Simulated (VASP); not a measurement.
# Mo (P6_3/mmc) in VASP: notebook, part 2 of 2

VASP 6.6.1. The steps go on from the part before.

## (3) Single point, BLYP (18.74 Å³/atom)

This run uses another cell than the first one, of 18.74 Å³/atom.

The input, INCAR:

```
SYSTEM = Mo
AGGAC = 1.0
AGGAX = 1.0
ALDAC = 0.0
ALDAX = 1.0
ALGO = Normal
EDIFF = 1E-6
ENCUT = 520
GGA = B5
ISIF = 2
ISMEAR = -1
LASPH = .TRUE.
LCHARG = .FALSE.
LREAL = .FALSE.
LWAVE = .FALSE.
NBANDS = 36
NELM = 60
PREC = Accurate
SIGMA = 0.1
```

The input, KPOINTS:

```
k-points
0
G
  14 14 4
  0 0 0
```

The input, POSCAR:

```
Mo
1.0
    2.9127731811      0.0000000000      0.0000000000
   -1.4563865905      2.5225355703      0.0000000000
    0.0000000000      0.0000000000     10.2034281889
Mo
4
Direct
    0.0000000000      0.0000000000      1.0000000000
    1.0000000000      0.0000000000      0.5000000000
    0.3333333333      0.6666666667      0.2500000000
    0.6666666667      0.3333333333      0.7500000000
```

Potentials or basis: VASP PAW PBE potentials, release 64 (Mo_sv).

Started as:

```sh
> cat potpaw_PBE.64/Mo_sv/POTCAR > POTCAR
> mpirun -np 1 vasp_std > vasp.out
```

OUTCAR:

```text
SYSTEM = Mo
   EDIFF = 1E-6
   ENCUT = 520
   GGA = B5
   ISIF = 2
   ISMEAR = -1
   LASPH = .TRUE.
   LREAL = .FALSE.
   NELM = 60
   PREC = Accurate

 ion  position               nearest neighbor table
   1  0.000  0.000  0.000-   3 3.06   4 3.06   3 3.06   4 3.06   4 3.06   3 3.06
   2  0.000  0.000  0.500-   3 3.06   4 3.06   3 3.06   4 3.06   4 3.06   3 3.06
   3  0.333  0.667  0.250-   1 3.06   2 3.06   1 3.06   2 3.06   1 3.06   2 3.06
   4  0.667  0.333  0.750-   1 3.06   2 3.06   1 3.06   2 3.06   1 3.06   2 3.06

  LATTYP: Found a hexagonal cell.
 ALAT       =     2.9127731811
 C/A-ratio  =     3.5029944161

  Lattice vectors:

 A1 = (   2.9127731811,   0.0000000000,   0.0000000000)
 A2 = (  -1.4563865905,   2.5225355703,   0.0000000000)
 A3 = (   0.0000000000,   0.0000000000,  10.2034281889)

Analysis of symmetry for initial positions (statically):
=====================================================================
 Subroutine PRICEL returns:
 Original cell was already a primitive cell.

 Routine SETGRP: Setting up the symmetry group for a
 hexagonal supercell.

 Subroutine GETGRP returns: Found 24 space group operations
 (whereof 12 operations were pure point group operations)
[... 171 lines left out ...]

 val. band max:       10.1318460428   @ k =   0.2857   0.0714   0.2500
 cond. band min:      10.1381540395   @ k =   0.4286   0.0714   0.2500
 fundamental gap:      0.0063079967
 Fermi energy:        10.1377173167

 k-point     1 :       0.0000    0.0000    0.0000
  band No.  band energies     occupation
      1     -50.5685      2.00000
      2     -50.5317      2.00000
      3     -50.5173      2.00000
      4     -50.4802      2.00000
      5     -25.0568      2.00000
      6     -24.7412      2.00000
[... 925 lines left out ...]
     35      12.7396      0.00000
     36      12.8924      0.00000

 [... further k-points ...]

------------------------ aborting loop because EDIFF is reached ----------------------------------------

  FORCE on cell =-STRESS in cart. coord.  units (eV):
  Direction    XX          YY          ZZ          XY          YZ          ZX
  --------------------------------------------------------------------------------------
  -------------------------------------------------------------------------------------
  Total       -9.0870931     -9.0870931     -7.7666290     -0.0000000      0.0000000     -0.0000000
  in kB     -194.1983256   -194.1983256   -165.9789689     -0.0000000      0.0000000     -0.0000000
  external PRESSURE =    -184.7918734 kB  Pullay stress =       0.0000000 kB

 VOLUME and BASIS-vectors are now :
 -----------------------------------------------------------------------------
  energy-cutoff  :      520.00
  volume of cell :       74.97
      direct lattice vectors                 reciprocal lattice vectors
     2.912773181  0.000000000  0.000000000     0.343315438  0.198213260  0.000000000
    -1.456386590  2.522535570  0.000000000     0.000000000  0.396426521  0.000000000
     0.000000000  0.000000000 10.203428189     0.000000000  0.000000000  0.098006276

 POSITION                                       TOTAL-FORCE (eV/Angst)
 -----------------------------------------------------------------------------------
      0.00000      0.00000      0.00000         0.000000      0.000000      0.000000
      0.00000      0.00000      5.10171         0.000000      0.000000      0.000000
     -0.00000      1.68169      2.55086         0.000000      0.000000      0.000000
      1.45639      0.84085      7.65257        -0.000000     -0.000000     -0.000000
 -----------------------------------------------------------------------------------
    total drift:                               -0.000000      0.000000     -0.000000

  FREE ENERGIE OF THE ION-ELECTRON SYSTEM (eV)
  ---------------------------------------------------
  free  energy   TOTEN  =       -36.0508769017 eV

  energy  without entropy=      -35.8434415702  energy(sigma->0) =      -35.94715924
```

OSZICAR:

```text
N       E                     dE             d eps       ncg     rms          rms(c)
DAV:   1     0.647971717821E+03    0.64797E+03   -0.34217E+04  5208   0.160E+03
DAV:   2    -0.173873831596E+02   -0.66536E+03   -0.65272E+03  5672   0.501E+02
DAV:   3    -0.381707725610E+02   -0.20783E+02   -0.19862E+02  6912   0.802E+01
DAV:   4    -0.385857677949E+02   -0.41500E+00   -0.40734E+00  6028   0.931E+00
DAV:   5    -0.385949279728E+02   -0.91602E-02   -0.91265E-02  6236   0.125E+00    0.180E+01
DAV:   6    -0.362695900763E+02    0.23253E+01   -0.63595E+00  5540   0.151E+01    0.393E+00
DAV:   7    -0.360730653133E+02    0.19652E+00   -0.85947E-01  6268   0.467E+00    0.181E+00
DAV:   8    -0.361381003977E+02   -0.65035E-01   -0.68265E-01  6388   0.432E+00    0.217E+00
DAV:   9    -0.360501218582E+02    0.87979E-01   -0.42491E-01  6384   0.274E+00    0.344E-01
DAV:  10    -0.360507716413E+02   -0.64978E-03   -0.69032E-03  6000   0.519E-01    0.105E-01
DAV:  11    -0.360508389634E+02   -0.67322E-04   -0.15375E-04  6372   0.640E-02    0.626E-02
DAV:  12    -0.360508764556E+02   -0.37492E-04   -0.77914E-05  6136   0.650E-02    0.116E-02
DAV:  13    -0.360508769017E+02   -0.44617E-06   -0.64851E-06  5600   0.222E-02
   1 F= -.36050877E+02 E0= -.35947159E+02  d E =-.207435E+00
```

Run time: 3.5 min. Hardware: 1 thread of Intel Xeon Platinum 8259CL at 2.50GHz (Skylake/Cascade Lake), shared host; peak memory 0.29 GiB.

Results:

| Item | Value |
| --- | --- |
| Free energy | -36.0509 eV |
| Pressure | -18.5 GPa |
| Band gap on the k mesh | zero (bands 28 and 29 overlap by 1.38 eV) |

Levels at points of the mesh, in eV from the Fermi level:
| k point | band 24 | band 25 | band 26 | band 27 | band 28 | band 29 | band 30 | band 31 | band 32 | band 33 |
| --- | --- | --- | --- | --- | --- | --- | --- | --- | --- | --- |
| (0.00, 0.00, 0.00) | -0.59 | -0.59 | -0.50 | -0.50 | -0.30 | -0.30 | -0.19 | -0.19 | 0.73 | 1.27 |
| (0.50, 0.00, 0.00) | -1.53 | -0.58 | -0.35 | -0.24 | 0.99 | 1.00 | 2.02 | 2.74 | 2.84 | 2.91 |
| (0.00, 0.00, 0.50) | -0.51 | -0.51 | -0.51 | -0.37 | -0.37 | -0.30 | -0.30 | -0.30 | -0.30 | 1.50 |
| (0.50, 0.00, 0.50) | -1.64 | 0.01 | 0.01 | 0.42 | 0.42 | 0.83 | 0.83 | 2.25 | 2.25 | 3.49 |

Caveat: the cell stands under tension; the PAW data sets were made with another functional, which shifts forces and pressure a little.

## (4) Single point, BLYP

This run uses another cell than the first one, of 16.73 Å³/atom.

The input, INCAR:

```
PREC = Accurate
ENCUT = 520
EDIFF = 1E-7
ISMEAR = -1
SIGMA = 0.1
LREAL = F
LASPH = T
NELM = 60
ALGO = Normal
ISIF = 2
LWAVE = F
LCHARG = F
GGA = B5
ALDAX = 1.0
AGGAX = 1.0
AGGAC = 1.0
ALDAC = 0.0
NBANDS = 36
```

The input, KPOINTS:

```
Automatic mesh
0
Gamma
  17 17 5
```

The input, POSCAR:

```
Mo
1.0
    2.8047919978      0.0000000000      0.0000000000
   -1.4023959989      2.4290211224      0.0000000000
    0.0000000000      0.0000000000      9.8251707068
Mo
4
Direct
    0.0000000000      0.0000000000      1.0000000000
    1.0000000000      0.0000000000      0.5000000000
    0.3333333333      0.6666666667      0.2500000000
    0.6666666667      0.3333333333      0.7500000000
```

Started as:

```sh
> cat potpaw_PBE.64/Mo_sv/POTCAR > POTCAR
> mpirun -np 1 vasp_std > vasp.out
```

It took 5.7 min on 1 thread of Intel Xeon Platinum 8259CL at 2.50GHz (Skylake/Cascade Lake), shared host; peak memory 0.3 GiB.

It converged, with:

```
Free energy            : -36.5408 eV
Pressure               : 0.8 GPa
Band gap on the k mesh : zero (bands 28 and 29 overlap by 1.69 eV)
```

Stress tensor (GPa, compression positive):
```
0.87 0.00 0.00
0.00 0.87 0.00
0.00 0.00 0.77
```

Levels at points of the mesh, in eV from the Fermi level:
| k point | band 25 | band 26 | band 27 | band 28 | band 29 | band 30 | band 31 | band 32 |
| --- | --- | --- | --- | --- | --- | --- | --- | --- |
| (0.00, 0.00, 0.00) | -0.74 | -0.63 | -0.63 | -0.39 | -0.39 | -0.25 | -0.25 | 0.93 |

Caveat: the PAW data sets were made with another functional, which shifts forces and pressure a little.

## (5) Summary

| cell | k mesh | gap on the mesh (eV) | pressure (GPa) |
| --- | --- | --- | --- |
| a = 2.878, b = 2.878, c = 10.080 Å, angles 90.0, 90.0, 120.0°, 4 atoms | 14 × 14 × 4 | none | -13.4 |
| a = 2.913, b = 2.913, c = 10.203 Å, angles 90.0, 90.0, 120.0°, 4 atoms | 14 × 14 × 4 | none | -18.5 |
| a = 2.805, b = 2.805, c = 9.825 Å, angles 90.0, 90.0, 120.0°, 4 atoms | 17 × 17 × 5 | none | 0.8 |

Alike in all rows: task single point; level BLYP; potentials or basis VASP PAW PBE potentials, release 64 (Mo_sv); no spin polarisation; cutoff (eV) 520; smearing fermi-dirac 0.1 eV.

Caveats: the PAW data sets were made with another functional, which shifts forces and pressure a little; the cell stands under tension (at least some runs).

Total energies depend on the potentials used, so only differences within one code and one set of settings carry meaning.
